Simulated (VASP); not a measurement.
A run of VASP 6.6.1:

POSCAR

```
Ag
1.0
    2.7146690831      0.0000000000      0.0000000000
    0.0000000000      2.7146690831      0.0000000000
    0.0000000000      0.0000000000      2.7146690831
Ag
1
Direct
    0.0000000000      0.0000000000      0.0000000000
```

Contents of INCAR.step1:

```
  PREC = Accurate
  ENCUT = 520
  ISMEAR = 0
  SIGMA = 0.1
  LREAL = F
  LASPH = T
  NELM = 60
  NBANDS = 12
  GGA = PE
  ALGO = Normal
  EDIFF = 1E-4
  LWAVE = T
  LCHARG = F
```

Contents of INCAR.step2:

```
  PREC = Accurate
  ENCUT = 520
  EDIFF = 1E-6
  ISMEAR = 0
  SIGMA = 0.1
  LREAL = F
  LASPH = T
  NELM = 60
  ALGO = Normal
  ISIF = 2
  LWAVE = F
  LCHARG = F
  METAGGA = R2SCAN
  LMIXTAU = T
  NBANDS = 12
  ISTART = 1
```

KPOINTS

```
regular mesh
0
Gamma
  20 20 20
```

Potentials or basis: VASP PAW PBE potentials, release 64 (Ag).

Launch:

```bash
$ cat potpaw_PBE.64/Ag/POTCAR > POTCAR
$ cp INCAR.step1 INCAR
$ mpirun -np 1 vasp_std > vasp.out
$ cp INCAR.step2 INCAR
$ mpirun -np 1 vasp_std > vasp.out
```

Hardware: 1 thread of Intel Xeon 8259CL, with other jobs on the host.

Q: Estimate the wall time of this run.

A: Run time: 3 min on 1 thread of Intel Xeon 8259CL (shared host), peak memory 0.18 GiB. Counts: k points 286.
